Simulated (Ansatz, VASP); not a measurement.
GaO3 in VASP and in Ansatz

```xyz
4
Lattice="-2.3557 2.3557 2.3557 2.3557 -2.3557 2.3557 2.3557 2.3557 -2.3557" Properties=species:S:1:pos:R:3 pbc="T T T"
Ga    0.0000    0.0000    0.0000
O     2.3557    0.0000    0.0000
O     0.0000    2.3557    0.0000
O     0.0000    0.0000    2.3557
```

Alike in both runs: task single point; functional PBE; k mesh 6 × 6 × 6; occupations gaussian, width 0.1 eV; collinear spin.

```csv
,VASP,Ansatz
version,VASP 6.6.1,Ansatz 0.2.0
potentials or method,"VASP PAW PBE potentials, release 64 (Ga_d, O), cutoff 520 eV","scalar-relativistic, plane waves, PAW"
valence electrons in the cell,31,31
```

```tsv
	VASP	Ansatz	Ansatz less VASP
gap on the k mesh at the Fermi level (eV)	none	none	-
pressure (GPa)	-24.6	-24.6	+0.02
net moment per atom (μB)	0.44	0.44	-0.001
size of the moment on the site where the two differ most (μB)	0.52	0.58	+0.062
```

Site moments also hang on the region over which each program counts them. A gap of «none» marks a metal or a gap that the smearing closes.
